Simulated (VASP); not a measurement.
A run of VASP 6.6.1 is set up as follows.

Contents of INCAR:

```
SYSTEM = CdS
PREC = Accurate
ENCUT = 520
EDIFF = 1E-6
ISMEAR = -1
SIGMA = 0.02
LREAL = .False.
LASPH = .True.
NELM = 60
ALGO = Normal
ISIF = 2
LWAVE = .False.
LCHARG = .False.
NBANDS = 16
```

Contents of KPOINTS:

```
Automatic mesh
0
Gamma
  8 8 8
  0 0 0
```

The input POSCAR:

```
CdS
1.0
    0.0000000000      2.6697013096      2.6697013096
    2.6697013096      0.0000000000      2.6697013096
    2.6697013096      2.6697013096      0.0000000000
Cd S
1 1
Direct
    0.0000000000      0.0000000000      0.0000000000
    0.5000000000      0.5000000000      0.5000000000
```

Potentials or basis: VASP PAW LDA potentials, release 64 (Cd, S).

The run is started by

```bash
$ cat potpaw_LDA.64/Cd/POTCAR potpaw_LDA.64/S/POTCAR > POTCAR
$ mpirun -np 1 vasp_std > vasp.out
```

Task: Estimate the band gap on the k mesh.

Result: Zero (band 9 reaches 3.53 eV, above the bottom of band 10 at 3.52 eV).

Task: What does it give for the pressure?

Result: 0.8 GPa.
